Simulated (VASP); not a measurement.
# MgO (rocksalt type) (Fm-3m) in VASP: further runs

The runs below take MgO (rocksalt type) through single point, with PBE.

All numbers are computed with VASP 6.6.1; they aren't measurements. Logs are shortened: lines on timing, memory, paths and dates and some standing lists are left out, and cuts for length are marked.

**1. The cell of the first run**

Symmetry: Fm-3m, No. 225, cubic system. The conventional cell has a = 3.777 Å, b = 3.777 Å, c = 3.777 Å, α = 90.00°, β = 90.00°, γ = 90.00°. Mg (site symmetry m-3m) has 6 O at 1.89 Å within 2.5 Å. O (site symmetry m-3m) has 6 Mg at 1.89 Å within 2.5 Å.

**2. Single point, PBE (volume scaled by 0.7, to set the pressure)**

INCAR

```
SYSTEM = MgO
PREC = Accurate
ENCUT = 520
EDIFF = 1E-6
ISMEAR = -1
SIGMA = 0.1
LREAL = .False.
LASPH = .True.
NELM = 100
ALGO = Normal
ISIF = 2
LWAVE = .False.
LCHARG = .False.
GGA = PE
NBANDS = 11
```

KPOINTS

```
Automatic mesh
0
Gamma
  17 17 17
  0 0 0
```

POSCAR

```
MgO
1.0
    0.0000000000      1.8885213611      1.8885213611
    1.8885213611      0.0000000000      1.8885213611
    1.8885213611      1.8885213611      0.0000000000
Mg O
1 1
Direct
    0.0000000000      0.0000000000      0.0000000000
    0.5000000000      0.5000000000      0.5000000000
```

Potentials or basis: VASP PAW PBE potentials, release 64 (Mg, O).

The run is started by

```bash
cat potpaw_PBE.64/Mg/POTCAR potpaw_PBE.64/O/POTCAR > POTCAR
mpirun -np 1 vasp_std > vasp.out
```

OUTCAR:

```text
SYSTEM = MgO
   PREC = Accurate
   ENCUT = 520
   EDIFF = 1E-6
   ISMEAR = -1
   LREAL = .False.
   LASPH = .True.
   NELM = 100
   ISIF = 2
   GGA = PE

 ion  position               nearest neighbor table
   1  0.000  0.000  0.000-   2 1.89   2 1.89   2 1.89   2 1.89   2 1.89   2 1.89
   2  0.500  0.500  0.500-   1 1.89   1 1.89   1 1.89   1 1.89   1 1.89   1 1.89

  LATTYP: Found a face centered cubic cell.
 ALAT       =     3.7770427222

  Lattice vectors:

 A1 = (   0.0000000000,   1.8885213611,   1.8885213611)
 A2 = (   1.8885213611,   0.0000000000,   1.8885213611)
 A3 = (   1.8885213611,   1.8885213611,   0.0000000000)

Analysis of symmetry for initial positions (statically):
=====================================================================
 Subroutine PRICEL returns:
 Original cell was already a primitive cell.

 Routine SETGRP: Setting up the symmetry group for a
 face centered cubic supercell.

 Subroutine GETGRP returns: Found 48 space group operations
 (whereof 48 operations were pure point group operations)
 out of a pool of 48 trial point group operations.

The static configuration has the point symmetry O_h .

Analysis of symmetry for dynamics (positions and initial velocities):
=====================================================================
 Subroutine PRICEL returns:
 Original cell was already a primitive cell.

 Routine SETGRP: Setting up the symmetry group for a
 face centered cubic supercell.

 Subroutine GETGRP returns: Found 48 space group operations
 (whereof 48 operations were pure point group operations)
 out of a pool of 48 trial point group operations.

The dynamic configuration has the point symmetry O_h .

 Subroutine INISYM returns: Found 48 space group operations
 (whereof 48 operations are pure point group operations),
 and found     1 'primitive' translations

----------------------------------------------------------------------------------------

                                     Primitive cell

  volume of cell :      13.4709

  direct lattice vectors                    reciprocal lattice vectors
     0.000000000  1.888521361  1.888521361    -0.264757397  0.264757397  0.264757397
     1.888521361  0.000000000  1.888521361     0.264757397 -0.264757397  0.264757397
     1.888521361  1.888521361  0.000000000     0.264757397  0.264757397 -0.264757397

  length of vectors
     2.670772522  2.670772522  2.670772522     0.458573264  0.458573264  0.458573264

  position of ions in fractional coordinates (direct lattice)
     0.000000000  0.000000000  0.000000000
     0.500000000  0.500000000  0.500000000

  ion indices of the primitive-cell ions
   primitive index   ion index
                 1           1
                 2           2

----------------------------------------------------------------------------------------

 KPOINTS: Automatic mesh

Automatic generation of k-mesh.
 Grid dimensions read from file:
 generate k-points for:   17   17   17

 Generating k-lattice:

  Cartesian coordinates                     Fractional coordinates (reciprocal lattice)
    -0.015573965  0.015573965  0.015573965     0.058823529  0.000000000  0.000000000
     0.015573965 -0.015573965  0.015573965     0.000000000  0.058823529  0.000000000
     0.015573965  0.015573965 -0.015573965     0.000000000  0.000000000  0.058823529

  Length of vectors
     0.026974898  0.026974898  0.026974898

  Shift w.r.t. Gamma in fractional coordinates (k-lattice)
     0.000000000  0.000000000  0.000000000

 Subroutine IBZKPT returns following result:
 ===========================================

 Found    165 irreducible k-points:

 Following reciprocal coordinates:
            Coordinates               Weight
  0.000000  0.000000  0.000000      1.000000
  0.058824  0.000000  0.000000      8.000000
  0.117647  0.000000  0.000000      8.000000
  0.176471  0.000000  0.000000      8.000000
  0.235294  0.000000  0.000000      8.000000
  0.294118  0.000000  0.000000      8.000000
[... 16 lines left out ...]
 -0.176471  0.058824  0.000000     24.000000
 -0.117647  0.058824  0.000000     24.000000
 [... further k-points ...]
   k-points           NKPTS =    165   k-points in BZ     NKDIM =    165   number of bands    NBANDS=     11
   number of dos      NEDOS =    301   number of ions     NIONS =      2
   total plane-waves  NPLWV =   8000
   dimension x,y,z NGX =    20 NGY =   20 NGZ =   20
   dimension x,y,z NGXF=    40 NGYF=   40 NGZF=   40
   ions per type =               1   1
   NGX,Y,Z   is equivalent  to a cutoff of  12.45, 12.45, 12.45 a.u.
   NGXF,Y,Z  is equivalent  to a cutoff of  24.90, 24.90, 24.90 a.u.
 SYSTEM =  MgO
   PREC   = accura    normal or accurate (medium, high low for compatibility)
   ISTART =      0    job   : 0-new  1-cont  2-samecut
   ICHARG =      2    charge: 1-file 2-atom 10-const
   ISPIN  =      1    spin polarized calculation?
   LNONCOLLINEAR =      F non collinear calculations
   LSORBIT =      F    spin-orbit coupling
   LASPH  =      T    aspherical Exc in radial PAW
   ENCUT  =  520.0 eV  38.22 Ry    6.18 a.u.   4.97  4.97  4.97*2*pi/ulx,y,z
   NELM   =    100;   NELMIN=  2; NELMDL= -5     # of ELM steps
   EDIFF  = 0.1E-05   stopping-criterion for ELM
   LREAL  =      F    real-space projection
   EDIFFG = 0.1E-04   stopping-criterion for IOM
   NSW    =      0    number of steps for IOM
   IBRION =     -1    ionic relax: 0-MD 1-quasi-New 2-CG
   NFREE  =      0    steps in history (QN), initial steepest desc. (CG)
   ISIF   =      2    stress and relaxation
   ISYM   =      2    0-nonsym 1-usesym 2-fastsym
   POTIM  = 0.5000    time-step for ionic-motion
   TEBEG  =    0.0;   TEEND  =   0.0 temperature during run
   PSTRESS=    0.0 pullay stress
   NELECT =       8.0000    total number of electrons
   NUPDOWN=      -1.0000    fix difference up-down
   EMIN   =  10.00;   EMAX   =-10.00  energy-range for DOS
   EFERMI =   0.00;   METHOD = LEGACY
   ISMEAR =    -1;   SIGMA  =   0.10  broadening in eV -4-tet -1-fermi 0-gaus
   EFERMI_NEDOS =   21; number of points for ismear=-14 and -15
   IALGO  =     38    algorithm
   IMIX   =      4    mixing-type and parameters
     AMIX     =   0.40;   BMIX     =  1.00
     AMIX_MAG =   1.60;   BMIX_MAG =  1.00
  volume/ion in A,a.u.               =       6.74        45.45
  Fermi-wavevector in a.u.,A,eV,Ry     =   1.376067  2.600390 25.763455  1.893561
  Thomas-Fermi vector in A             =   2.501346
   LORBIT       =      0    0 simple, 1 ext, 2 COOP (PROOUT), +10 PAW based schemes
   GGA     = PE    functional components
   LHFCALC =     F    Hartree Fock is set to
   AEXX    =    0.0000 exact exchange contribution
   IVDW    =     0    specifies the selected vdW correction
   LEPSILON=     F    determine dielectric tensor
   LRPA    =     F    only Hartree local field effects (RPA)
 non-spin polarized calculation
  energy-cutoff  :      520.00
  volume of cell :       13.47
 maximum number of plane-waves:       374
   NGX =  9   NGY =  9   NGZ =  9

 number of electron       8.0000008 magnetization

 Free energy of the ion-electron system (eV)
  ---------------------------------------------------
  ext. energy  EPLUGINS =         0.00000000
  ---------------------------------------------------
  free energy    TOTEN  =       -10.44769768 eV

  energy without entropy =      -10.44769768  energy(sigma->0) =      -10.44769768

 E-fermi :   8.2199     XC(G=0): -12.7364

 val. band max:        6.1358212806   @ k =   0.0000   0.0000   0.0000
 cond. band min:      14.7626751711   @ k =   0.0000   0.0000   0.0000
 fundamental gap:      8.6268538905
 Fermi energy:         8.2199143527

 k-point     1 :       0.0000    0.0000    0.0000
  band No.  band energies     occupation
      1     -13.1566      2.00000
      2       6.1358      2.00000
      3       6.1358      2.00000
      4       6.1358      2.00000
      5      14.7627      0.00000
      6      23.7208      0.00000
      7      23.7208      0.00000
      8      23.7208      0.00000
      9      28.6015      0.00000
     10      30.8154      0.00000
     11      30.8155      0.00000

 k-point     2 :       0.0588    0.0000    0.0000
  band No.  band energies     occupation
      1     -13.0948      2.00000
      2       5.8654      2.00000
      3       6.0929      2.00000
      4       6.0929      2.00000
      5      14.9821      0.00000
      6      23.1157      0.00000
      7      23.8534      0.00000
      8      23.8534      0.00000
      9      29.5241      0.00000
     10      30.6854      0.00000
     11      30.6854      0.00000

 k-point     3 :       0.1176    0.0000    0.0000
  band No.  band energies     occupation
      1     -12.9136      2.00000
      2       5.1435      2.00000
      3       5.9720      2.00000
      4       5.9720      2.00000
      5      15.5318      0.00000
      6      22.0518      0.00000
      7      24.2279      0.00000
      8      24.2279      0.00000
      9      30.3922      0.00000
     10      30.3922      0.00000
     11      31.4769      0.00000

 k-point     4 :       0.1765    0.0000    0.0000
  band No.  band energies     occupation
      1     -12.6255      2.00000
      2       4.1501      2.00000
      3       5.7943      2.00000
      4       5.7943      2.00000
      5      16.1609      0.00000
      6      21.2271      0.00000
      7      24.7703      0.00000
      8      24.7703      0.00000
      9      30.1357      0.00000
     10      30.1357      0.00000
     11      33.4027      0.00000
[... 239 lines left out ...]
 k-point    22 :      -0.2353    0.0588    0.0000
  band No.  band energies     occupation
      1     -12.0734      2.00000
      2       2.6653      2.00000
      3       5.3189      2.00000
      4       5.5426      2.00000
      5      16.8364      0.00000
      6      20.7475      0.00000
      7      25.5967      0.00000
      8      25.5973      0.00000
      9      29.4622      0.00000
     10      30.8040      0.00000
     11      34.5759      0.00000

 k-point    23 :      -0.1765    0.0588    0.0000
  band No.  band energies     occupation
      1     -12.4619      2.00000
      2       3.7300      2.00000
      3       5.5474      2.00000
      4       5.7473      2.00000
      5      16.5065      0.00000
      6      20.8178      0.00000
      7      25.0000      0.00000
      8      25.1914      0.00000
      9      29.4528      0.00000
     10      30.5961      0.00000
     11      34.2428      0.00000

 k-point    24 :      -0.1176    0.0588    0.0000
  band No.  band energies     occupation
      1     -12.7774      2.00000
      2       4.7197      2.00000
      3       5.7720      2.00000
      4       5.9250      2.00000
      5      15.9070      0.00000
      6      21.4418      0.00000
      7      24.4181      0.00000
      8      24.6743      0.00000
      9      29.7707      0.00000
     10      30.6575      0.00000
     11      32.6303      0.00000

 [... further k-points ...]

------------------------ aborting loop because EDIFF is reached ----------------------------------------

  FORCE on cell =-STRESS in cart. coord.  units (eV):
  Direction    XX          YY          ZZ          XY          YZ          ZX
  --------------------------------------------------------------------------------------
  -------------------------------------------------------------------------------------
  Total        9.3698944      9.3698944      9.3698944      0.0000000      0.0000000      0.0000000
  in kB     1114.4217496   1114.4217496   1114.4217496      0.0000000      0.0000000      0.0000000
  external PRESSURE =    1114.4217496 kB  Pullay stress =       0.0000000 kB

 VOLUME and BASIS-vectors are now :
 -----------------------------------------------------------------------------
  energy-cutoff  :      520.00
  volume of cell :       13.47
      direct lattice vectors                 reciprocal lattice vectors
     0.000000000  1.888521361  1.888521361    -0.264757397  0.264757397  0.264757397
     1.888521361  0.000000000  1.888521361     0.264757397 -0.264757397  0.264757397
     1.888521361  1.888521361  0.000000000     0.264757397  0.264757397 -0.264757397

 POSITION                                       TOTAL-FORCE (eV/Angst)
 -----------------------------------------------------------------------------------
      0.00000      0.00000      0.00000         0.000000      0.000000      0.000000
      1.88852      1.88852      1.88852        -0.000000     -0.000000      0.000000
 -----------------------------------------------------------------------------------
    total drift:                                0.000000      0.000000      0.000000

  FREE ENERGIE OF THE ION-ELECTRON SYSTEM (eV)
  ---------------------------------------------------
  free  energy   TOTEN  =       -10.4476976766 eV

  energy  without entropy=      -10.4476976766  energy(sigma->0) =      -10.44769768
```

Run time: 26 s. Hardware: 1 thread of AMD EPYC 7R13, shared host; peak memory 0.11 GiB.

What came out:

| Item | Value |
| --- | --- |
| Free energy | -10.4477 eV |
| Pressure | 111.4 GPa |
| Band gap on the k mesh | 8.63 eV, direct |

Levels at points of the mesh, in eV from the valence-band top:
```csv
k point,band 2,band 3,band 4,band 5,band 6,band 7
"(0.00, 0.00, 0.00)",0.00,0.00,0.00,8.63,17.59,17.59
```

Caveat: the cell differs from its parent crystal (volume scaled by 0.7, to set the pressure). A k mesh can miss the band edges.

[end of part 1 of 2]
